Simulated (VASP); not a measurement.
# Zr (Pm-3m) in VASP: single point with LDA

Aim: the single point of Zr with LDA.

Program: VASP 6.6.1. These are calculated values, not measurements. Logs are shortened: lines on timing, memory, paths and dates and some standing lists are left out, and cuts for length are marked.

### 1 The cell of the first run

The structure is cubic, space group Pm-3m (No. 221). The conventional cell has a = 3.927 Å, b = 3.927 Å, c = 3.927 Å, α = 90.00°, β = 90.00°, γ = 90.00°. Zr (site symmetry m-3m) has 6 Zr at 3.93 Å within 5.2 Å.

### 2 Single point, LDA

INCAR reads:

```
SYSTEM = Zr
PREC = Accurate
ENCUT = 520
EDIFF = 1E-6
ISMEAR = -1
SIGMA = 0.1
LREAL = .FALSE.
LASPH = .TRUE.
NELM = 100
ALGO = Normal
ISIF = 2
LWAVE = .FALSE.
LCHARG = .TRUE.
GGA = CA
LELF = .TRUE.
LVHAR = .TRUE.
NBANDS = 12
```

KPOINTS reads:

```
regular mesh
0
G
  6 6 6
  0 0 0
```

POSCAR reads:

```
Zr
1.0
    3.9270000000      0.0000000000      0.0000000000
    0.0000000000      3.9270000000      0.0000000000
    0.0000000000      0.0000000000      3.9270000000
Zr
1
Direct
    0.0000000000      0.0000000000      0.0000000000
```

Potentials or basis: VASP PAW LDA potentials, release 64 (Zr_sv).

Launch:

```sh
$ cat potpaw_LDA.64/Zr_sv/POTCAR > POTCAR
$ mpirun -np 1 vasp_std > vasp.out
```

OUTCAR:

```text
SYSTEM = Zr
   PREC = Accurate
   ENCUT = 520
   EDIFF = 1E-6
   ISMEAR = -1
   LREAL = .FALSE.
   LASPH = .TRUE.
   NELM = 100
   ISIF = 2
   GGA = CA

 ion  position               nearest neighbor table
   1  0.000  0.000  0.000-

  LATTYP: Found a simple cubic cell.
 ALAT       =     3.9270000000

  Lattice vectors:

 A1 = (   3.9270000000,   0.0000000000,   0.0000000000)
 A2 = (   0.0000000000,   3.9270000000,   0.0000000000)
 A3 = (   0.0000000000,   0.0000000000,   3.9270000000)

Analysis of symmetry for initial positions (statically):
=====================================================================
 Subroutine PRICEL returns:
 Original cell was already a primitive cell.

 Routine SETGRP: Setting up the symmetry group for a
 simple cubic supercell.

 Subroutine GETGRP returns: Found 48 space group operations
 (whereof 48 operations were pure point group operations)
 out of a pool of 48 trial point group operations.

The static configuration has the point symmetry O_h .

Analysis of symmetry for dynamics (positions and initial velocities):
=====================================================================
 Subroutine PRICEL returns:
 Original cell was already a primitive cell.

 Routine SETGRP: Setting up the symmetry group for a
 simple cubic supercell.

 Subroutine GETGRP returns: Found 48 space group operations
 (whereof 48 operations were pure point group operations)
 out of a pool of 48 trial point group operations.

The dynamic configuration has the point symmetry O_h .

 Subroutine INISYM returns: Found 48 space group operations
 (whereof 48 operations are pure point group operations),
 and found     1 'primitive' translations

----------------------------------------------------------------------------------------

                                     Primitive cell

  volume of cell :      60.5596

  direct lattice vectors                    reciprocal lattice vectors
     3.927000000  0.000000000  0.000000000     0.254647313  0.000000000  0.000000000
     0.000000000  3.927000000  0.000000000     0.000000000  0.254647313  0.000000000
     0.000000000  0.000000000  3.927000000     0.000000000  0.000000000  0.254647313

  length of vectors
     3.927000000  3.927000000  3.927000000     0.254647313  0.254647313  0.254647313

  position of ions in fractional coordinates (direct lattice)
     0.000000000  0.000000000  0.000000000

  ion indices of the primitive-cell ions
   primitive index   ion index
                 1           1

----------------------------------------------------------------------------------------

 KPOINTS: regular mesh

Automatic generation of k-mesh.
 Grid dimensions read from file:
 generate k-points for:    6    6    6

 Generating k-lattice:

  Cartesian coordinates                     Fractional coordinates (reciprocal lattice)
     0.042441219  0.000000000  0.000000000     0.166666667  0.000000000  0.000000000
     0.000000000  0.042441219  0.000000000     0.000000000  0.166666667  0.000000000
     0.000000000  0.000000000  0.042441219     0.000000000  0.000000000  0.166666667

  Length of vectors
     0.042441219  0.042441219  0.042441219

  Shift w.r.t. Gamma in fractional coordinates (k-lattice)
     0.000000000  0.000000000  0.000000000

 Subroutine IBZKPT returns following result:
 ===========================================

 Found     20 irreducible k-points:

 Following reciprocal coordinates:
            Coordinates               Weight
  0.000000  0.000000  0.000000      1.000000
  0.166667  0.000000  0.000000      6.000000
  0.333333  0.000000  0.000000      6.000000
  0.500000  0.000000  0.000000      3.000000
  0.166667  0.166667  0.000000     12.000000
  0.333333  0.166667  0.000000     24.000000
[... 12 lines left out ...]
  0.500000  0.500000  0.333333      6.000000
  0.500000  0.500000  0.500000      1.000000
   k-points           NKPTS =     20   k-points in BZ     NKDIM =     20   number of bands    NBANDS=     12
   number of dos      NEDOS =    301   number of ions     NIONS =      1
   total plane-waves  NPLWV =  27000
   dimension x,y,z NGX =    30 NGY =   30 NGZ =   30
   dimension x,y,z NGXF=    60 NGYF=   60 NGZF=   60
   ions per type =               1
   NGX,Y,Z   is equivalent  to a cutoff of  12.70, 12.70, 12.70 a.u.
   NGXF,Y,Z  is equivalent  to a cutoff of  25.40, 25.40, 25.40 a.u.
 SYSTEM =  Zr
   PREC   = accura    normal or accurate (medium, high low for compatibility)
   ISTART =      0    job   : 0-new  1-cont  2-samecut
   ICHARG =      2    charge: 1-file 2-atom 10-const
   ISPIN  =      1    spin polarized calculation?
   LNONCOLLINEAR =      F non collinear calculations
   LSORBIT =      F    spin-orbit coupling
   LASPH  =      T    aspherical Exc in radial PAW
   ENCUT  =  520.0 eV  38.22 Ry    6.18 a.u.   7.30  7.30  7.30*2*pi/ulx,y,z
   NELM   =    100;   NELMIN=  2; NELMDL= -5     # of ELM steps
   EDIFF  = 0.1E-05   stopping-criterion for ELM
   LREAL  =      F    real-space projection
   EDIFFG = 0.1E-04   stopping-criterion for IOM
   NSW    =      0    number of steps for IOM
   IBRION =     -1    ionic relax: 0-MD 1-quasi-New 2-CG
   NFREE  =      0    steps in history (QN), initial steepest desc. (CG)
   ISIF   =      2    stress and relaxation
   ISYM   =      2    0-nonsym 1-usesym 2-fastsym
   POTIM  = 0.5000    time-step for ionic-motion
   TEBEG  =    0.0;   TEEND  =   0.0 temperature during run
   PSTRESS=    0.0 pullay stress
   NELECT =      12.0000    total number of electrons
   NUPDOWN=      -1.0000    fix difference up-down
   EMIN   =  10.00;   EMAX   =-10.00  energy-range for DOS
   EFERMI =   0.00;   METHOD = LEGACY
   ISMEAR =    -1;   SIGMA  =   0.10  broadening in eV -4-tet -1-fermi 0-gaus
   EFERMI_NEDOS =   21; number of points for ismear=-14 and -15
   IALGO  =     38    algorithm
   IMIX   =      4    mixing-type and parameters
     AMIX     =   0.40;   BMIX     =  1.00
     AMIX_MAG =   1.60;   BMIX_MAG =  1.00
  volume/ion in A,a.u.               =      60.56       408.68
  Fermi-wavevector in a.u.,A,eV,Ry     =   0.954423  1.803598 12.393870  0.910924
  Thomas-Fermi vector in A             =   2.083169
   LORBIT       =      0    0 simple, 1 ext, 2 COOP (PROOUT), +10 PAW based schemes
   GGA     = CA    functional components
   LHFCALC =     F    Hartree Fock is set to
   AEXX    =    0.0000 exact exchange contribution
   IVDW    =     0    specifies the selected vdW correction
   LEPSILON=     F    determine dielectric tensor
   LRPA    =     F    only Hartree local field effects (RPA)
 non-spin polarized calculation
  energy-cutoff  :      520.00
  volume of cell :       60.56
 maximum number of plane-waves:      1654
 NGX is ok and might be reduce to    30
   NGX = 15   NGY = 15   NGZ = 15

 number of electron      12.0000002 magnetization

 Free energy of the ion-electron system (eV)
  ---------------------------------------------------
  ext. energy  EPLUGINS =         0.00000000
  ---------------------------------------------------
  free energy    TOTEN  =        -5.35056237 eV

  energy without entropy =       -5.19146101  energy(sigma->0) =       -5.27101169

 E-fermi :   1.2871     XC(G=0):  -7.4612

 val. band max:        1.2848571559   @ k =   0.5000   0.5000   0.3333
 cond. band min:       1.2994840209   @ k =   0.3333   0.1667   0.1667
 fundamental gap:      0.0146268651
 Fermi energy:         1.2871455401

 k-point     1 :       0.0000    0.0000    0.0000
  band No.  band energies     occupation
      1     -48.6399      2.00000
      2     -26.6709      2.00000
      3     -26.6709      2.00000
      4     -26.6709      2.00000
      5      -1.8807      2.00000
      6       0.8060      1.98386
      7       0.8060      1.98386
      8       2.9662      0.00000
      9       2.9662      0.00000
     10       2.9662      0.00000
     11       8.3433      0.00000
     12       8.3433      0.00000

 k-point     2 :       0.1667    0.0000    0.0000
  band No.  band energies     occupation
      1     -48.6392      2.00000
      2     -26.6852      2.00000
      3     -26.6698      2.00000
      4     -26.6698      2.00000
      5      -1.5820      2.00000
      6       0.8625      1.97178
      7       0.9741      1.91629
      8       2.7504      0.00000
      9       2.7504      0.00000
     10       2.9832      0.00000
     11       6.7356      0.00000
     12       8.8331      0.00000

 k-point     3 :       0.3333    0.0000    0.0000
  band No.  band energies     occupation
      1     -48.6378      2.00000
      2     -26.7135      2.00000
      3     -26.6676      2.00000
      4     -26.6676      2.00000
      5      -0.8392      2.00000
      6       0.9808      1.91071
      7       1.3289      0.79429
      8       2.3827      0.00003
      9       2.3827      0.00003
     10       3.0177      0.00000
     11       4.7901      0.00000
     12       9.9158      0.00000
[... 226 lines left out ...]
 k-point    19 :       0.5000    0.5000    0.3333
  band No.  band energies     occupation
      1     -48.6322      2.00000
      2     -26.7185      2.00000
      3     -26.7185      2.00000
      4     -26.7036      2.00000
      5       0.9613      1.92592
      6       1.2849      1.01144
      7       1.2849      1.01144
      8       2.5073      0.00001
      9       3.5536      0.00000
     10       4.8996      0.00000
     11       4.8996      0.00000
     12       5.1904      0.00000

 k-point    20 :       0.5000    0.5000    0.5000
  band No.  band energies     occupation
      1     -48.6315      2.00000
      2     -26.7172      2.00000
      3     -26.7172      2.00000
      4     -26.7172      2.00000
      5       1.0791      1.77801
      6       1.0791      1.77801
      7       1.0791      1.77801
      8       3.5650      0.00000
      9       3.5650      0.00000
     10       5.3178      0.00000
     11       5.3178      0.00000
     12       5.3178      0.00000

------------------------ aborting loop because EDIFF is reached ----------------------------------------

  FORCE on cell =-STRESS in cart. coord.  units (eV):
  Direction    XX          YY          ZZ          XY          YZ          ZX
  --------------------------------------------------------------------------------------
  -------------------------------------------------------------------------------------
  Total       -4.4664055     -4.4664055     -4.4664055      0.0000000      0.0000000      0.0000000
  in kB     -118.1642296   -118.1642296   -118.1642296      0.0000000      0.0000000      0.0000000
  external PRESSURE =    -118.1642296 kB  Pullay stress =       0.0000000 kB

 VOLUME and BASIS-vectors are now :
 -----------------------------------------------------------------------------
  energy-cutoff  :      520.00
  volume of cell :       60.56
      direct lattice vectors                 reciprocal lattice vectors
     3.927000000  0.000000000  0.000000000     0.254647313  0.000000000  0.000000000
     0.000000000  3.927000000  0.000000000     0.000000000  0.254647313  0.000000000
     0.000000000  0.000000000  3.927000000     0.000000000  0.000000000  0.254647313

 POSITION                                       TOTAL-FORCE (eV/Angst)
 -----------------------------------------------------------------------------------
      0.00000      0.00000      0.00000         0.000000      0.000000      0.000000
 -----------------------------------------------------------------------------------
    total drift:                               -0.000000     -0.000000     -0.000000

  FREE ENERGIE OF THE ION-ELECTRON SYSTEM (eV)
  ---------------------------------------------------
  free  energy   TOTEN  =        -5.3505623688 eV

  energy  without entropy=       -5.1914610121  energy(sigma->0) =       -5.27101169
```

Run time: 11 s. Hardware: 1 thread of AMD EPYC 7R43 (Zen 3), shared host; peak memory 0.11 GiB.

Results:

- Free energy: -5.3506 eV
- Pressure: -11.8 GPa
- Band gap on the k mesh: zero (band 6 reaches 1.49 eV, above the bottom of band 7 at 0.81 eV)

Levels at points of the mesh, in eV from the Fermi level:
```
           k point  band 2  band 3  band 4  band 5  band 6  band 7  band 8  band 9  band 10  band 11
(0.00, 0.00, 0.00)  -27.96  -27.96  -27.96   -3.17   -0.48   -0.48    1.68    1.68     1.68     7.06
(0.50, 0.00, 0.00)  -28.01  -27.95  -27.95   -1.61   -0.24    0.19    0.93    0.93     1.75     2.65
(0.50, 0.50, 0.00)  -28.01  -28.01  -27.95   -0.64   -0.48    1.08    1.08    2.08     2.08     2.23
(0.50, 0.50, 0.50)  -28.00  -28.00  -28.00   -0.21   -0.21   -0.21    2.28    2.28     4.03     4.03
```
